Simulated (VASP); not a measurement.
# TiO2 (I4_1/amd) in VASP: relaxation of the atoms with PBE

Aim: the relaxation of the atoms of TiO2 with PBE.

Program: VASP 6.6.1. These are calculated values, not measurements. Logs are shortened: lines on timing, memory, paths and dates and some standing lists are left out, and cuts for length are marked.

**1. The cell of the first run**

The structure is tetragonal, space group I4_1/amd (No. 141). The conventional cell has a = 3.784 Å, b = 3.784 Å, c = 9.515 Å, α = 90.00°, β = 90.00°, γ = 90.00°. Within 2.6 Å of Ti (site symmetry -4m2) lie 6 O at 1.93 to 1.98 Å. O (site symmetry 2mm) has 3 Ti at 1.93 to 1.98 Å and 2 O at 2.47 Å within 2.6 Å.

**2. Relaxation of the atoms, PBE**

Input file INCAR:

```
PREC = Accurate
ENCUT = 520
EDIFF = 1E-6
ISMEAR = -1
SIGMA = 0.02
LREAL = F
LASPH = T
NELM = 60
ALGO = Normal
ISIF = 2
LWAVE = F
LCHARG = F
GGA = PE
IBRION = 2
NSW = 80
EDIFFG = -0.02
```

Input file KPOINTS:

```
Automatic mesh
0
Gamma
  7 7 7
```

Input file POSCAR:

```
TiO2
1.0
   -1.8921000000      1.8921000000      4.7573000000
    1.8921000000     -1.8921000000      4.7573000000
    1.8921000000      1.8921000000     -4.7573000000
Ti O
2 4
Direct
    0.0000000000      0.0000000000      0.0000000000
    0.7500000000      0.2500000000      0.5000000000
    0.2081000000      0.2081000000      0.0000000000
    0.9581000000      0.4581000000      0.5000000000
    0.5419000000      0.0419000000      0.5000000000
    0.7919000000      0.7919000000      0.0000000000
```

Potentials or basis: VASP PAW PBE potentials, release 64 (Ti_sv, O).

Run with:

```console
cat potpaw_PBE.64/Ti_sv/POTCAR potpaw_PBE.64/O/POTCAR > POTCAR
mpirun -np 1 vasp_std > vasp.out
```

OUTCAR:

```text
PREC = Accurate
   ENCUT = 520
   EDIFF = 1E-6
   ISMEAR = -1
   LREAL = F
   LASPH = T
   NELM = 60
   ISIF = 2
   GGA = PE
   IBRION = 2
   NSW = 80
   EDIFFG = -0.02

 ion  position               nearest neighbor table
   1  0.000  0.000  0.000-   5 1.93   4 1.93   5 1.93   4 1.93   3 1.98   6 1.98
   2  0.750  0.250  0.500-   6 1.93   3 1.93   6 1.93   3 1.93   4 1.98   5 1.98
   3  0.208  0.208  0.000-   2 1.93   2 1.93   1 1.98
   4  0.958  0.458  0.500-   1 1.93   1 1.93   2 1.98
   5  0.542  0.042  0.500-   1 1.93   1 1.93   2 1.98
   6  0.792  0.792  0.000-   2 1.93   2 1.93   1 1.98

  LATTYP: Found a body centered tetragonal cell.
 ALAT       =     3.7842000000
 C/A-ratio  =     2.5142962846

  Lattice vectors:

 A1 = (  -1.8921000000,   1.8921000000,   4.7573000000)
 A2 = (   1.8921000000,  -1.8921000000,   4.7573000000)
 A3 = (   1.8921000000,   1.8921000000,  -4.7573000000)

Analysis of symmetry for initial positions (statically):
=====================================================================
 Subroutine PRICEL returns:
 Original cell was already a primitive cell.

 Routine SETGRP: Setting up the symmetry group for a
 body centered tetragonal supercell.

 Subroutine GETGRP returns: Found 16 space group operations
 (whereof  8 operations were pure point group operations)
 out of a pool of 16 trial point group operations.

The static configuration has the point symmetry D_2d.
 The point group associated with its full space group is D_4h.

Analysis of symmetry for dynamics (positions and initial velocities):
=====================================================================
 Subroutine PRICEL returns:
 Original cell was already a primitive cell.

 Routine SETGRP: Setting up the symmetry group for a
 body centered tetragonal supercell.

 Subroutine GETGRP returns: Found 16 space group operations
 (whereof  8 operations were pure point group operations)
 out of a pool of 16 trial point group operations.

The dynamic configuration has the point symmetry D_2d.
 The point group associated with its full space group is D_4h.

 Subroutine INISYM returns: Found 16 space group operations
 (whereof  8 operations are pure point group operations),
 and found     1 'primitive' translations

----------------------------------------------------------------------------------------

                                     Primitive cell

  volume of cell :      68.1253

  direct lattice vectors                    reciprocal lattice vectors
    -1.892100000  1.892100000  4.757300000     0.000000000  0.264256646  0.105101633
     1.892100000 -1.892100000  4.757300000     0.264256646  0.000000000  0.105101633
     1.892100000  1.892100000 -4.757300000     0.264256646  0.264256646  0.000000000

  length of vectors
     5.458203744  5.458203744  5.458203744     0.284390450  0.284390450  0.373715333

  position of ions in fractional coordinates (direct lattice)
     0.000000000  0.000000000  0.000000000
     0.750000000  0.250000000  0.500000000
     0.208100000  0.208100000  0.000000000
     0.958100000  0.458100000  0.500000000
     0.541900000  0.041900000  0.500000000
     0.791900000  0.791900000  0.000000000

  ion indices of the primitive-cell ions
   primitive index   ion index
                 1           1
                 2           2
                 3           3
                 4           4
                 5           5
                 6           6

----------------------------------------------------------------------------------------

 KPOINTS: Automatic mesh

Automatic generation of k-mesh.
 Grid dimensions read from file:
 generate k-points for:    7    7    7

 Generating k-lattice:

  Cartesian coordinates                     Fractional coordinates (reciprocal lattice)
     0.000000000  0.037750949  0.015014519     0.142857143  0.000000000  0.000000000
     0.037750949  0.000000000  0.015014519     0.000000000  0.142857143  0.000000000
     0.037750949  0.037750949  0.000000000     0.000000000  0.000000000  0.142857143

  Length of vectors
     0.040627207  0.040627207  0.053387905

  Shift w.r.t. Gamma in fractional coordinates (k-lattice)
     0.000000000  0.000000000  0.000000000

 Subroutine IBZKPT returns following result:
 ===========================================

 Found     40 irreducible k-points:

 Following reciprocal coordinates:
            Coordinates               Weight
  0.000000  0.000000  0.000000      1.000000
  0.142857  0.000000  0.000000      8.000000
  0.285714  0.000000  0.000000      8.000000
  0.428571 -0.000000  0.000000      8.000000
  0.142857  0.142857  0.000000      8.000000
  0.285714  0.142857  0.000000     16.000000
[... 16 lines left out ...]
 -0.142857  0.285714  0.142857      8.000000
 -0.428571  0.428571  0.142857      8.000000
 [... further k-points ...]
   k-points           NKPTS =     40   k-points in BZ     NKDIM =     40   number of bands    NBANDS=     28
   number of dos      NEDOS =    301   number of ions     NIONS =      6
   total plane-waves  NPLWV =  74088
   dimension x,y,z NGX =    42 NGY =   42 NGZ =   42
   dimension x,y,z NGXF=    84 NGYF=   84 NGZF=   84
   ions per type =               2   4
   NGX,Y,Z   is equivalent  to a cutoff of  12.79, 12.79, 12.79 a.u.
   NGXF,Y,Z  is equivalent  to a cutoff of  25.58, 25.58, 25.58 a.u.
 SYSTEM =  unknown system
   PREC   = accura    normal or accurate (medium, high low for compatibility)
   ISTART =      0    job   : 0-new  1-cont  2-samecut
   ICHARG =      2    charge: 1-file 2-atom 10-const
   ISPIN  =      1    spin polarized calculation?
   LNONCOLLINEAR =      F non collinear calculations
   LSORBIT =      F    spin-orbit coupling
   LASPH  =      T    aspherical Exc in radial PAW
   ENCUT  =  520.0 eV  38.22 Ry    6.18 a.u.  10.15 10.15 10.15*2*pi/ulx,y,z
   NELM   =     60;   NELMIN=  2; NELMDL= -5     # of ELM steps
   EDIFF  = 0.1E-05   stopping-criterion for ELM
   LREAL  =      F    real-space projection
   EDIFFG = -.2E-01   stopping-criterion for IOM
   NSW    =     80    number of steps for IOM
   IBRION =      2    ionic relax: 0-MD 1-quasi-New 2-CG
   NFREE  =      1    steps in history (QN), initial steepest desc. (CG)
   ISIF   =      2    stress and relaxation
   ISYM   =      2    0-nonsym 1-usesym 2-fastsym
   POTIM  = 0.5000    time-step for ionic-motion
   TEBEG  =    0.0;   TEEND  =   0.0 temperature during run
   PSTRESS=    0.0 pullay stress
   NELECT =      48.0000    total number of electrons
   NUPDOWN=      -1.0000    fix difference up-down
   EMIN   =  10.00;   EMAX   =-10.00  energy-range for DOS
   EFERMI =   0.00;   METHOD = LEGACY
   ISMEAR =    -1;   SIGMA  =   0.02  broadening in eV -4-tet -1-fermi 0-gaus
   EFERMI_NEDOS =   21; number of points for ismear=-14 and -15
   IALGO  =     38    algorithm
   IMIX   =      4    mixing-type and parameters
     AMIX     =   0.40;   BMIX     =  1.00
     AMIX_MAG =   1.60;   BMIX_MAG =  1.00
  volume/ion in A,a.u.               =      11.35        76.62
  Fermi-wavevector in a.u.,A,eV,Ry     =   1.456752  2.752862 28.873289  2.122127
  Thomas-Fermi vector in A             =   2.573634
   LORBIT       =      0    0 simple, 1 ext, 2 COOP (PROOUT), +10 PAW based schemes
   GGA     = PE    functional components
   LHFCALC =     F    Hartree Fock is set to
   AEXX    =    0.0000 exact exchange contribution
   IVDW    =     0    specifies the selected vdW correction
   LEPSILON=     F    determine dielectric tensor
   LRPA    =     F    only Hartree local field effects (RPA)
 conjugate gradient relaxation of ions
 non-spin polarized calculation
  energy-cutoff  :      520.00
  volume of cell :       68.13
 maximum number of plane-waves:      1850
 NGX is ok and might be reduce to    42
   NGX = 21   NGY = 21   NGZ = 21

--------------------------------------- Ionic step        1  -------------------------------------------

 number of electron      47.9999989 magnetization

 Free energy of the ion-electron system (eV)
  ---------------------------------------------------
  ext. energy  EPLUGINS =         0.00000000
  ---------------------------------------------------
  free energy    TOTEN  =       -53.82582660 eV

  energy without entropy =      -53.82582660  energy(sigma->0) =      -53.82582660

------------------------ aborting loop because EDIFF is reached ----------------------------------------

  FORCE on cell =-STRESS in cart. coord.  units (eV):
  Direction    XX          YY          ZZ          XY          YZ          ZX
  --------------------------------------------------------------------------------------
  -------------------------------------------------------------------------------------
  Total        2.3218932      2.3218932      2.9083564      0.0000000      0.0000000      0.0000000
  in kB       54.6064720     54.6064720     68.3989613      0.0000000      0.0000000      0.0000000
  external PRESSURE =      59.2039684 kB  Pullay stress =       0.0000000 kB
[... 65 lines left out ...]
  energy  without entropy=      -53.8276890199  energy(sigma->0) =      -53.82768902

--------------------------------------- Ionic step        3  -------------------------------------------

 number of electron      47.9999990 magnetization

 Free energy of the ion-electron system (eV)
  ---------------------------------------------------
  ext. energy  EPLUGINS =         0.00000000
  ---------------------------------------------------
  free energy    TOTEN  =       -53.82781179 eV

  energy without entropy =      -53.82781179  energy(sigma->0) =      -53.82781179

 E-fermi :   3.9526     XC(G=0): -10.7412

 val. band max:        3.4297498635   @ k =  -0.4286   0.4286   0.0000
 cond. band min:       5.4980295932   @ k =   0.0000   0.0000   0.0000
 fundamental gap:      2.0682797297
 Fermi energy:         3.9526436027

 k-point     1 :       0.0000    0.0000    0.0000
  band No.  band energies     occupation
      1     -53.0021      2.00000
      2     -52.9418      2.00000
      3     -29.4637      2.00000
      4     -29.2272      2.00000
      5     -29.2272      2.00000
      6     -29.1558      2.00000
[... 733 lines left out ...]
     27       7.0217      0.00000
     28       7.1445      0.00000

 [... further k-points ...]

------------------------ aborting loop because EDIFF is reached ----------------------------------------

  FORCE on cell =-STRESS in cart. coord.  units (eV):
  Direction    XX          YY          ZZ          XY          YZ          ZX
  --------------------------------------------------------------------------------------
  -------------------------------------------------------------------------------------
  Total        2.3271058      2.3271058      2.2917927      0.0000000     -0.0000000      0.0000000
  in kB       54.7290627     54.7290627     53.8985664      0.0000000     -0.0000000      0.0000000
  external PRESSURE =      54.4522306 kB  Pullay stress =       0.0000000 kB
[... 21 lines left out ...]
  FREE ENERGIE OF THE ION-ELECTRON SYSTEM (eV)
  ---------------------------------------------------
  free  energy   TOTEN  =       -53.8278117903 eV

  energy  without entropy=      -53.8278117903  energy(sigma->0) =      -53.82781179

 reached required accuracy - stopping structural energy minimisation
```

It took 6.8 min on 1 thread of Intel Xeon Platinum 8375C at 2.90GHz (Ice Lake), shared host; peak memory 0.29 GiB.

Results:

```yaml
Free_energy: -53.8278 eV
Energy_gained_by_relaxing: 0.3 meV/atom
Ionic_steps: 3
Pressure_after_relaxing: 5.4 GPa
Band_gap_on_the_k_mesh: 2.07 eV (least direct gap 2.44 eV)
```

Stress tensor (GPa, compression positive):
```
5.47 0.00 0.00
0.00 5.47 0.00
0.00 0.00 5.39
```

The path:
```
step  energy change (eV)  largest force (eV/Å)  pressure (GPa)
   1              0.0000                0.1246            5.92
   2             -0.0019                0.0300            5.54
   3             -0.0020                0.0018            5.45
```

Final structure:
```
Ti O
1.0
    -1.89210    1.89210    4.75730
     1.89210   -1.89210    4.75730
     1.89210    1.89210   -4.75730
Ti O
2 4
Cartesian
  0.0000 0.0000 0.0000
  0.0000 1.8921 2.3786
  0.0000 0.0000 1.9879
  0.0000 1.8921 4.3666
  0.0000 1.8921 0.3907
  0.0000 0.0000 7.5267
```
